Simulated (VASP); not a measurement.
Here is a VASP 6.6.1 calculation.

File INCAR:

```
  PREC = Accurate
  ENCUT = 520
  EDIFF = 1E-6
  ISMEAR = 0
  SIGMA = 0.1
  LREAL = False
  LASPH = True
  NELM = 80
  ALGO = Normal
  ISIF = 2
  LWAVE = False
  LCHARG = False
  GGA = PE
  IVDW = 12
  NBANDS = 11
```

File KPOINTS:

```
Automatic mesh
0
Gamma
  24 24 14
```

Contents of POSCAR:

```
C
1.0
    2.4647381471      0.0000000000      0.0000000000
   -1.2323690736      2.1345258491      0.0000000000
    0.0000000000      0.0000000000      3.4068921994
C
2
Direct
    0.3333333333      0.6666666667      0.0000000000
    0.6666666667      0.3333333333      0.0000000000
```

Potentials or basis: VASP PAW PBE potentials, release 64 (C).

The run is started by

```bash
$ cat potpaw_PBE.64/C/POTCAR > POTCAR
$ mpirun -np 1 vasp_std > vasp.out
```

(1) What does it give for the pressure?

(2) Estimate the dispersion energy per atom.

(3) Predict the band gap on the k mesh.

## Answers

(1) 0.9 GPa.

(2) -0.153 eV.

(3) zero (bands 4 and 5 overlap by 1.23 eV).

Caveat: the cell differs from its parent crystal (strain along c alone, the other axes held: -4.5 %).
